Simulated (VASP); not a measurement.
# Al (Pm-3m) in VASP: notebook

The runs below take Al through relaxation of cell and atoms, with PBE.

Program: VASP 6.6.1. These are calculated values, not measurements. Logs are shortened: lines on timing, memory, paths and dates and some standing lists are left out, and cuts for length are marked.

## 1. The cell of the first run

The structure is cubic, space group Pm-3m (No. 221). Conventional cell: a = 2.630 Å, b = 2.630 Å, c = 2.630 Å, α = 90.00°, β = 90.00°, γ = 90.00°. Al (site symmetry m-3m) has 6 Al at 2.63 Å within 3.5 Å.

## 2. Relaxation of cell and atoms, PBE

The input, INCAR:

```
ALGO = Normal ; EDIFF = 1E-7
EDIFFG = -0.01 ; ENCUT = 600
GGA = PE ; IBRION = 2
ISIF = 3 ; ISMEAR = -1
LASPH = T ; LCHARG = F
LREAL = F ; LWAVE = F
NELM = 80 ; NSW = 80
PREC = Accurate ; SIGMA = 0.05
```

The input, KPOINTS:

```
k-points
0
Gamma
  8 8 8
```

The input, POSCAR:

```
Al
1.0
    2.6300000000      0.0000000000      0.0000000000
    0.0000000000      2.6300000000      0.0000000000
    0.0000000000      0.0000000000      2.6300000000
Al
1
Direct
    0.0000000000      0.0000000000      0.0000000000
```

Potentials or basis: VASP PAW PBE potentials, release 64 (Al).

Command:

```
$ cat potpaw_PBE.64/Al/POTCAR > POTCAR
$ mpirun -np 1 vasp_std > vasp.out
```

OUTCAR:

```text
EDIFF = 1E-7
   EDIFFG = -0.01
   ENCUT = 600
   GGA = PE
   IBRION = 2
   ISIF = 3
   ISMEAR = -1
   LASPH = T
   LREAL = F
   NELM = 80
   NSW = 80
   PREC = Accurate

 ion  position               nearest neighbor table
   1  0.000  0.000  0.000-

  LATTYP: Found a simple cubic cell.
 ALAT       =     2.6300000000

  Lattice vectors:

 A1 = (   2.6300000000,   0.0000000000,   0.0000000000)
 A2 = (   0.0000000000,   2.6300000000,   0.0000000000)
 A3 = (   0.0000000000,   0.0000000000,   2.6300000000)

Analysis of symmetry for initial positions (statically):
=====================================================================
 Subroutine PRICEL returns:
 Original cell was already a primitive cell.

 Routine SETGRP: Setting up the symmetry group for a
 simple cubic supercell.

 Subroutine GETGRP returns: Found 48 space group operations
 (whereof 48 operations were pure point group operations)
 out of a pool of 48 trial point group operations.

The static configuration has the point symmetry O_h .

Analysis of symmetry for dynamics (positions and initial velocities):
=====================================================================
 Subroutine PRICEL returns:
 Original cell was already a primitive cell.

 Routine SETGRP: Setting up the symmetry group for a
 simple cubic supercell.

 Subroutine GETGRP returns: Found 48 space group operations
 (whereof 48 operations were pure point group operations)
 out of a pool of 48 trial point group operations.

The dynamic configuration has the point symmetry O_h .

 Subroutine INISYM returns: Found 48 space group operations
 (whereof 48 operations are pure point group operations),
 and found     1 'primitive' translations

----------------------------------------------------------------------------------------

                                     Primitive cell

  volume of cell :      18.1914

  direct lattice vectors                    reciprocal lattice vectors
     2.630000000  0.000000000  0.000000000     0.380228137  0.000000000  0.000000000
     0.000000000  2.630000000  0.000000000     0.000000000  0.380228137  0.000000000
     0.000000000  0.000000000  2.630000000     0.000000000  0.000000000  0.380228137

  length of vectors
     2.630000000  2.630000000  2.630000000     0.380228137  0.380228137  0.380228137

  position of ions in fractional coordinates (direct lattice)
     0.000000000  0.000000000  0.000000000

  ion indices of the primitive-cell ions
   primitive index   ion index
                 1           1

----------------------------------------------------------------------------------------

 KPOINTS: k-points

Automatic generation of k-mesh.
 Grid dimensions read from file:
 generate k-points for:    8    8    8

 Generating k-lattice:

  Cartesian coordinates                     Fractional coordinates (reciprocal lattice)
     0.047528517  0.000000000  0.000000000     0.125000000  0.000000000  0.000000000
     0.000000000  0.047528517  0.000000000     0.000000000  0.125000000  0.000000000
     0.000000000  0.000000000  0.047528517     0.000000000  0.000000000  0.125000000

  Length of vectors
     0.047528517  0.047528517  0.047528517

  Shift w.r.t. Gamma in fractional coordinates (k-lattice)
     0.000000000  0.000000000  0.000000000

 Subroutine IBZKPT returns following result:
 ===========================================

 Found     35 irreducible k-points:

 Following reciprocal coordinates:
            Coordinates               Weight
  0.000000  0.000000  0.000000      1.000000
  0.125000  0.000000  0.000000      6.000000
  0.250000  0.000000  0.000000      6.000000
  0.375000  0.000000  0.000000      6.000000
  0.500000  0.000000  0.000000      3.000000
  0.125000  0.125000  0.000000     12.000000
[... 16 lines left out ...]
  0.375000  0.375000  0.125000     24.000000
  0.500000  0.375000  0.125000     24.000000
 [... further k-points ...]
   k-points           NKPTS =     35   k-points in BZ     NKDIM =     35   number of bands    NBANDS=      5
   number of dos      NEDOS =    301   number of ions     NIONS =      1
   total plane-waves  NPLWV =  13824
   dimension x,y,z NGX =    24 NGY =   24 NGZ =   24
   dimension x,y,z NGXF=    48 NGYF=   48 NGZF=   48
   ions per type =               1
   NGX,Y,Z   is equivalent  to a cutoff of  15.17, 15.17, 15.17 a.u.
   NGXF,Y,Z  is equivalent  to a cutoff of  30.34, 30.34, 30.34 a.u.
 SYSTEM =  unknown system
   PREC   = accura    normal or accurate (medium, high low for compatibility)
   ISTART =      0    job   : 0-new  1-cont  2-samecut
   ICHARG =      2    charge: 1-file 2-atom 10-const
   ISPIN  =      1    spin polarized calculation?
   LNONCOLLINEAR =      F non collinear calculations
   LSORBIT =      F    spin-orbit coupling
   LASPH  =      T    aspherical Exc in radial PAW
   ENCUT  =  600.0 eV  44.10 Ry    6.64 a.u.   5.25  5.25  5.25*2*pi/ulx,y,z
   NELM   =     80;   NELMIN=  2; NELMDL= -5     # of ELM steps
   EDIFF  = 0.1E-06   stopping-criterion for ELM
   LREAL  =      F    real-space projection
   EDIFFG = -.1E-01   stopping-criterion for IOM
   NSW    =     80    number of steps for IOM
   IBRION =      2    ionic relax: 0-MD 1-quasi-New 2-CG
   NFREE  =      1    steps in history (QN), initial steepest desc. (CG)
   ISIF   =      3    stress and relaxation
   ISYM   =      2    0-nonsym 1-usesym 2-fastsym
   POTIM  = 0.5000    time-step for ionic-motion
   TEBEG  =    0.0;   TEEND  =   0.0 temperature during run
   PSTRESS=    0.0 pullay stress
   NELECT =       3.0000    total number of electrons
   NUPDOWN=      -1.0000    fix difference up-down
   EMIN   =  10.00;   EMAX   =-10.00  energy-range for DOS
   EFERMI =   0.00;   METHOD = LEGACY
   ISMEAR =    -1;   SIGMA  =   0.05  broadening in eV -4-tet -1-fermi 0-gaus
   EFERMI_NEDOS =   21; number of points for ismear=-14 and -15
   IALGO  =     38    algorithm
   IMIX   =      4    mixing-type and parameters
     AMIX     =   0.40;   BMIX     =  1.00
     AMIX_MAG =   1.60;   BMIX_MAG =  1.00
  volume/ion in A,a.u.               =      18.19       122.76
  Fermi-wavevector in a.u.,A,eV,Ry     =   0.897758  1.696517 10.965891  0.805970
  Thomas-Fermi vector in A             =   2.020383
   LORBIT       =      0    0 simple, 1 ext, 2 COOP (PROOUT), +10 PAW based schemes
   GGA     = PE    functional components
   LHFCALC =     F    Hartree Fock is set to
   AEXX    =    0.0000 exact exchange contribution
   IVDW    =     0    specifies the selected vdW correction
   LEPSILON=     F    determine dielectric tensor
   LRPA    =     F    only Hartree local field effects (RPA)
 conjugate gradient relaxation of ions
 non-spin polarized calculation
  energy-cutoff  :      600.00
  volume of cell :       18.19
 maximum number of plane-waves:       627
 NGX is ok and might be reduce to    24
   NGX = 11   NGY = 11   NGZ = 11

--------------------------------------- Ionic step        1  -------------------------------------------

 number of electron       3.0000000 magnetization

 Free energy of the ion-electron system (eV)
  ---------------------------------------------------
  ext. energy  EPLUGINS =         0.00000000
  ---------------------------------------------------
  free energy    TOTEN  =        -3.35941385 eV

  energy without entropy =       -3.35705879  energy(sigma->0) =       -3.35823632

------------------------ aborting loop because EDIFF is reached ----------------------------------------

  FORCE on cell =-STRESS in cart. coord.  units (eV):
  Direction    XX          YY          ZZ          XY          YZ          ZX
  --------------------------------------------------------------------------------------
  -------------------------------------------------------------------------------------
  Total        0.7600796      0.7600796      0.7600796      0.0000000      0.0000000     -0.0000000
  in kB       66.9425773     66.9425773     66.9425773      0.0000000      0.0000000     -0.0000000
  external PRESSURE =      66.9425773 kB  Pullay stress =       0.0000000 kB
[... 55 lines left out ...]
  energy  without entropy=       -3.3912459478  energy(sigma->0) =       -3.39286719

--------------------------------------- Ionic step        3  -------------------------------------------

 number of electron       3.0000000 magnetization

 Free energy of the ion-electron system (eV)
  ---------------------------------------------------
  ext. energy  EPLUGINS =         0.00000000
  ---------------------------------------------------
  free energy    TOTEN  =        -3.39484046 eV

  energy without entropy =       -3.39154537  energy(sigma->0) =       -3.39319292

 E-fermi :   5.6935     XC(G=0):  -9.4426

 val. band max:        5.4268636756   @ k =   0.5000   0.5000   0.1250
 cond. band min:       5.7157485817   @ k =   0.5000   0.5000   0.1250
 fundamental gap:      0.2888849061
 Fermi energy:         5.6935368319

 k-point     1 :       0.0000    0.0000    0.0000
  band No.  band energies     occupation
      1      -3.8832      2.00000
      2      13.7002      0.00000
      3      13.7002      0.00000
      4      14.8591      0.00000
      5      14.8591      0.00000

 k-point     2 :       0.1250    0.0000    0.0000
  band No.  band energies     occupation
      1      -3.5739      2.00000
      2      10.4843      0.00000
      3      13.9585      0.00000
      4      15.1195      0.00000
      5      15.1195      0.00000
[... 169 lines left out ...]
 k-point    24 :       0.5000    0.3750    0.1250
  band No.  band energies     occupation
      1       3.5167      2.00000
      2       4.3375      2.00000
      3       8.1051      0.00000
      4       9.8760      0.00000
      5      17.7879      0.00000

 [... further k-points ...]
[... 5 lines left out ...]
  --------------------------------------------------------------------------------------
  -------------------------------------------------------------------------------------
  Total        0.0005421      0.0005421      0.0005421      0.0000000      0.0000000      0.0000000
  in kB        0.0433070      0.0433070      0.0433070      0.0000000      0.0000000      0.0000000
  external PRESSURE =       0.0433070 kB  Pullay stress =       0.0000000 kB
[... 16 lines left out ...]
  FREE ENERGIE OF THE ION-ELECTRON SYSTEM (eV)
  ---------------------------------------------------
  free  energy   TOTEN  =        -3.3948404622 eV

  energy  without entropy=       -3.3915453702  energy(sigma->0) =       -3.39319292

 reached required accuracy - stopping structural energy minimisation
```

Run time: 10 s. Hardware: 1 thread of Intel Xeon 8259CL, shared host; peak memory 0.13 GiB.

Results:

```yaml
Free_energy: -3.3948 eV
Relaxed_volume: 20.06 Å³/atom
Relaxed_cell: a = 2.717 Å, b = 2.717 Å, c = 2.717 Å, α = 90.00°, β = 90.00°, γ = 90.00°
Space_group_after_relaxing_to_0.05_Å: Pm-3m (No. 221)
Energy_gained_by_relaxing: 35.4 meV/atom
Ionic_steps: 3
Pressure_after_relaxing: 0.0 GPa
```

Step by step:
```tsv
step	energy change (eV)	largest force (eV/Å)	pressure (GPa)	volume (Å³)
1	0.0000	0.0000	6.69	18.19
2	-0.0351	0.0000	-0.53	20.27
3	-0.0354	0.0000	0.00	20.06
```

Final structure:
```
Al
1.0
     2.71691    0.00000    0.00000
     0.00000    2.71691    0.00000
     0.00000    0.00000    2.71691
Al
1
Direct
  0.00000 0.00000 0.00000
```

## 3. Relaxation of cell and atoms, PBE, target pressure 5 GPa, at which the enthalpy is minimised

The input, INCAR:

```
ALGO     = Normal         # electronic algorithm
EDIFF    = 1E-6           # SCF threshold, eV
EDIFFG   = -0.01          # ionic threshold
ENCUT    = 600            # plane-wave cutoff, eV
GGA      = PE             # functional
IBRION   = 2              # ionic algorithm
ISIF     = 3              # what is computed and relaxed
ISMEAR   = -1             # smearing method
LASPH    = True           # aspherical terms in the spheres
LCHARG   = False          # write CHGCAR
LREAL    = False          # projectors in reciprocal space
LWAVE    = False          # write WAVECAR
NELM     = 100            # most SCF steps
NSW      = 80             # ionic steps
PREC     = Accurate       # precision mode
PSTRESS  = 50.0         
SIGMA    = 0.05           # smearing width, eV
```

KPOINTS is that of step 2.

POSCAR is that of step 2.

Potentials or basis: VASP PAW PBE potentials, release 64 (Al).

Command:

```
$ cat potpaw_PBE.64/Al/POTCAR > POTCAR
$ mpirun -np 1 vasp_std > vasp.out
```

Run time: 8.2 s. Hardware: 1 thread of Intel Xeon 8259CL, shared host; peak memory 0.13 GiB.

It converged, with:

| Item | Value |
| --- | --- |
| Free energy | -3.3736 eV |
| Relaxed volume | 18.58 Å³/atom |
| Relaxed cell | a = 2.649 Å, b = 2.649 Å, c = 2.649 Å, α = 90.00°, β = 90.00°, γ = 90.00° |
| Space group after relaxing (to 0.05 Å) | Pm-3m (No. 221) |
| Energy change on relaxing (the enthalpy is what falls) | -14.2 meV/atom |
| Ionic steps | 3 |
| Pressure after relaxing | 5.0 GPa |

The path:
| step | energy change (eV) | largest force (eV/Å) | pressure (GPa) | volume (Å³) |
| --- | --- | --- | --- | --- |
| 1 | 0.0000 | 0.0000 | 6.70 | 18.19 |
| 2 | -0.0178 | 0.0000 | 4.51 | 18.70 |
| 3 | -0.0142 | 0.0000 | 5.01 | 18.58 |

Final structure:
```xyz
1
Lattice="2.6487 0.0000 0.0000 0.0000 2.6487 0.0000 0.0000 0.0000 2.6487" Properties=species:S:1:pos:R:3 pbc="T T T"
Al    0.0000    0.0000    0.0000
```

Levels at points of the mesh, in eV from the Fermi level:
```csv
k point,band 1,band 2,band 3,band 4,band 5
"(0.00, 0.00, 0.00)",-10.08,8.14,8.14,9.70,9.70
"(0.50, 0.00, 0.00)",-5.38,-4.46,10.86,13.57,13.57
"(0.50, 0.50, 0.00)",-0.63,-0.63,-0.03,1.98,17.46
"(0.50, 0.50, 0.50)",3.08,3.08,3.08,5.57,5.57
```

Caveat: the cell is relaxed towards a set pressure, so the enthalpy falls and the energy may rise.
